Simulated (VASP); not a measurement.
SrLi2Cr4Sn: single point with LDA+U

Crystal: SrLi2Cr4Sn.

```xyz
8
Lattice="-3.0458 3.0458 3.6216 3.0458 -3.0458 3.6216 3.0458 3.0458 -3.6216" Properties=species:S:1:pos:R:3 pbc="T T T"
Sn    0.0000    0.0000    0.0000
Sr    0.0000    0.0000    3.6216
Li    3.0458    0.0000    1.8108
Li    0.0000    3.0458    1.8108
Cr    1.2585    1.2585   -1.2411
Cr   -1.7872    1.7872    4.8627
Cr    1.7872    1.7872    2.3806
Cr    1.7872   -1.7872    4.8627
```

| Property | Result |
| --- | --- |
| Program | VASP 6.6.1 |
| Task | single point |
| Functional | LDA |
| Potentials or basis | VASP PAW LDA potentials, release 64 (Sn_d, Sr_sv, Li_sv, Cr_sv) |
| Cutoff | 880 eV |
| k mesh | 4 × 4 × 4 |
| Occupations | tetrahedron |
| Spin | no spin polarisation |
| Hubbard terms | Cr d U = 1.91 eV |
| Dipole correction | no |
| Further INCAR settings | ALGO = Normal; EDIFF = 1e-06; NBANDS = 53 |

| Property | Result |
| --- | --- |
| Pressure | 16.6 GPa |
| Largest force | 5.787 eV/Å |
| Band gap on the k mesh | zero (bands 43 and 44 overlap by 0.21 eV) |

Forces on the atoms (eV/Å):
```
Sn   0.000  0.000  0.000
Sr   0.000  0.000  0.000
Li   0.000  0.000  0.000
Li   0.000  0.000  0.000
Cr   3.128  3.128 -3.730
Cr   3.128 -3.128  3.730
Cr  -3.128 -3.128 -3.730
Cr  -3.128  3.128  3.730
```

Stress tensor (GPa, compression positive):
```
20.34  0.00  0.00
 0.00 20.34  0.00
 0.00  0.00  9.21
```

Levels at points of the mesh, in eV from the Fermi level:
| k point | band 41 | band 42 | band 43 | band 44 | band 45 | band 46 |
| --- | --- | --- | --- | --- | --- | --- |
| (0.00, 0.00, 0.00) | -0.33 | -0.23 | -0.15 | -0.15 | -0.11 | 0.40 |
| (0.50, 0.00, 0.00) | -0.37 | -0.13 | -0.05 | 0.05 | 0.20 | 0.31 |
| (0.50, 0.50, 0.00) | -0.49 | -0.18 | 0.02 | 0.04 | 0.19 | 0.37 |
| (0.50, 0.50, 0.50) | -0.34 | -0.34 | -0.18 | -0.02 | 0.10 | 0.37 |

Eigenvalues of the final occupation matrices:
```
    site  spin  trace               eigenvalues
site 5 d     1   1.91  0.27 0.31 0.35 0.44 0.53
site 5 d     2   1.91  0.27 0.31 0.35 0.44 0.53
site 6 d     1   1.91  0.27 0.31 0.35 0.44 0.53
site 6 d     2   1.91  0.27 0.31 0.35 0.44 0.53
site 7 d     1   1.91  0.27 0.31 0.35 0.44 0.53
site 7 d     2   1.91  0.27 0.31 0.35 0.44 0.53
site 8 d     1   1.91  0.27 0.31 0.35 0.44 0.53
site 8 d     2   1.91  0.27 0.31 0.35 0.44 0.53
```

It took 4 min on 1 thread of AMD EPYC 9R45 96-Core Processor (Zen 5), on a shared host, peak memory 0.41 GiB.

Caveat: the stress differs along the axes, from 9 to 20 GPa; spin-orbit coupling is left out, which moves the levels of the heavy elements; the run has no spin polarisation, though such a crystal can be magnetic; U without spin polarisation on a metal has little footing; the U is typed as a test and isn't derived for this compound; forces of over 1 eV/Å act on the atoms, so gaps and moduli don't describe the material at rest; tetrahedron occupations give inexact forces and stress in metals. Spin polarisation is off, so any magnetic state and its effect on volume and gap are missing.
